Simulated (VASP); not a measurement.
The system is BP.

```
B P
1.0
     0.00000    2.17758    2.30526
     2.17758    0.00000    2.30526
     2.17758    2.17758    0.00000
B P
1 1
Direct
  0.00000 0.00000 0.00000
  0.25000 0.25000 0.25000
```

This cell differs from its parent crystal: epitaxial xy strain -4.0%.

Base run:

| Item | Value |
| --- | --- |
| Program | VASP 6.6.1 |
| Functional | r2SCAN |
| Potentials or basis | VASP PAW PBE potentials, release 64 (B, P) |
| Cutoff | 520 eV |
| k mesh | 10 × 10 × 10 |
| Occupations | gaussian, width 0.01 eV |
| Spin | no spin polarisation |

Its results: band gap on the k mesh 0.89 eV, indirect (least direct gap 3.44 eV); pressure 11.9 GPa.

Q: The run is repeated on the same cell with these changes: functional from r2SCAN to PBE; k mesh from 10 × 10 × 10 to 6 × 6 × 6. What comes out?

A: Band gap on the k mesh 0.79 eV, indirect (least direct gap 3.21 eV); pressure 13.4 GPa.

Several settings changed at once, so the effect can't be laid on one alone.

Caveats: the PAW data sets were made with another functional, which shifts forces and pressure a little (some runs).

A k mesh can miss the band edges.
